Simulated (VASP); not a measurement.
Crystal: W.

```
W
1.0
     0.00000    2.00256    2.00256
     2.00256    0.00000    2.00256
     2.00256    2.00256    0.00000
W
1
Direct
  0.00000 0.00000 0.00000
```

This cell differs from its parent crystal: volume scaled by 0.96.

Base run:

* Program: VASP 6.6.1
* Functional: r2SCAN
* Potentials or basis: VASP PAW PBE potentials, release 64 (W_sv)
* Cutoff: 550 eV
* k mesh: 11 × 11 × 11
* Occupations: fermi-dirac, width 0.05 eV
* Spin: no spin polarisation

Its results: band gap on the k mesh zero (band 7 reaches 13.39 eV, above the bottom of band 8 at 10.02 eV); pressure 3.5 GPa.

The run is repeated on the same cell with these changes: functional from r2SCAN to PBE; cutoff from 550 eV to 520 eV. What comes out?

Band gap on the k mesh zero (band 7 reaches 13.56 eV, above the bottom of band 8 at 10.20 eV); pressure 7.8 GPa.

Caveats: spin-orbit coupling is left out, which moves the levels of the heavy elements; the PAW data sets were made with another functional, which shifts forces and pressure a little (some runs).
